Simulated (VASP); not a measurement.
Wanted: the native input for a VASP 6.6.1 run.

```
Task                   : single point
Functional             : PBE
Potentials or basis    : VASP PAW PBE potentials, release 64 (Si, C)
Cutoff                 : 520 eV
k mesh                 : 12 × 12 × 6
Occupations            : gaussian, width 0.05 eV
Spin                   : no spin polarisation
Dipole correction      : no
Further INCAR settings : ALGO = Normal; EDIFF = 1e-06; NBANDS = 16
```

The structure of SiC lies in POSCAR:

```
SiC
1.0
    3.0919867344      0.0000000000      0.0115949503
   -1.5459933672      2.6777390602     -0.0057974751
    0.0190266173      0.0000000000      5.0737646004
Si C
2 2
Direct
    0.3333333333      0.6666666667      0.0045636718
    0.6666666667      0.3333333333      0.5045636718
    0.3333333333      0.6666666667      0.3804363282
    0.6666666667      0.3333333333      0.8804363282
```

This cell differs from its parent crystal: strain +0.0075 x Voigt [0, 0, 0, 0, 1, 0].

One way to write it, as run:

INCAR

```
SYSTEM = SiC
ALGO     = Normal         ! electronic algorithm
EDIFF    = 1E-6           ! SCF threshold, eV
ENCUT    = 520            ! plane-wave cutoff, eV
GGA      = PE             ! functional
ISIF     = 2              ! what is computed and relaxed
ISMEAR   = 0              ! smearing method
LASPH    = .TRUE.         ! aspherical terms in the spheres
LCHARG   = .FALSE.        ! write CHGCAR
LREAL    = .FALSE.        ! projectors in reciprocal space
LWAVE    = .FALSE.        ! write WAVECAR
NBANDS   = 16             ! bands
NELM     = 100            ! most SCF steps
PREC     = Accurate       ! precision mode
SIGMA    = 0.05           ! smearing width, eV
```

KPOINTS

```
k-points
0
G
  12 12 6
  0 0 0
```

Potentials or basis: VASP PAW PBE potentials, release 64 (Si, C).

Launch:

```console
$ cat potpaw_PBE.64/Si/POTCAR potpaw_PBE.64/C/POTCAR > POTCAR
$ mpirun -np 1 vasp_std > vasp.out
```

It gave:

```yaml
Pressure: 0.0 GPa
Largest_force: 0.041 eV/Å
Band_gap_on_the_k_mesh: 2.30 eV, indirect (least direct gap 3.94 eV)
```

Caveat: the cell differs from its parent crystal (strain +0.0075 x Voigt [0, 0, 0, 0, 1, 0]).

Run time: 41 s on 1 thread of Intel(R) Xeon(R) 6975P-C (Granite Rapids) (shared host), peak memory 0.25 GiB.
